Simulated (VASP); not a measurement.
Write the native input for VASP 6.6.1 that does the following.

```
Task                   : single point
Functional             : PBE
Dispersion             : D3(BJ)
Potentials or basis    : VASP PAW PBE potentials, release 64 (Au)
Cutoff                 : 520 eV
k mesh                 : 9 × 9 × 13
Occupations            : gaussian, width 0.1 eV
Spin                   : no spin polarisation
Dipole correction      : no
Further INCAR settings : ALGO = Fast; EDIFF = 1e-06; NBANDS = 30
```

The structure of Au lies in POSCAR:

```
Au
1.0
    5.4684362445      0.0000000000      0.0000000000
   -2.7342181222      4.7358047067      0.0000000000
   -1.3671090611      0.7893007845      2.5438403990
Au
4
Direct
    0.0000000000      0.5000000000      0.0000000000
    0.5000000000      0.5000000000      0.0000000000
    0.0000000000      0.0000000000      0.0000000000
    0.5000000000      0.0000000000      0.0000000000
```

The input as run:

INCAR

```
SYSTEM = Au
PREC = Accurate ; ENCUT = 520
EDIFF = 1E-6 ; ISMEAR = 0
SIGMA = 0.1 ; LREAL = .False.
LASPH = .True. ; NELM = 60
ALGO = Fast ; ISIF = 2
LWAVE = .False. ; LCHARG = .False.
GGA = PE ; IVDW = 12
NBANDS = 30
```

KPOINTS

```
Automatic mesh
0
Gamma
  9 9 13
  0 0 0
```

Potentials or basis: VASP PAW PBE potentials, release 64 (Au).

The run is started by

```console
$ cat potpaw_PBE.64/Au/POTCAR > POTCAR
$ mpirun -np 1 vasp_std > vasp.out
```

It gave:

```yaml
Pressure: 12.2 GPa
Band_gap_on_the_k_mesh: zero (bands 22 and 23 overlap by 4.83 eV)
Dispersion_energy_per_atom: -0.691 eV
```

Caveat: the stress differs along the axes, from 1 to 18 GPa; spin-orbit coupling is left out, which moves the levels of the heavy elements.

Run time: 4 min on 1 thread of Intel(R) Xeon(R) 6975P-C (Granite Rapids) (shared host), peak memory 0.52 GiB.
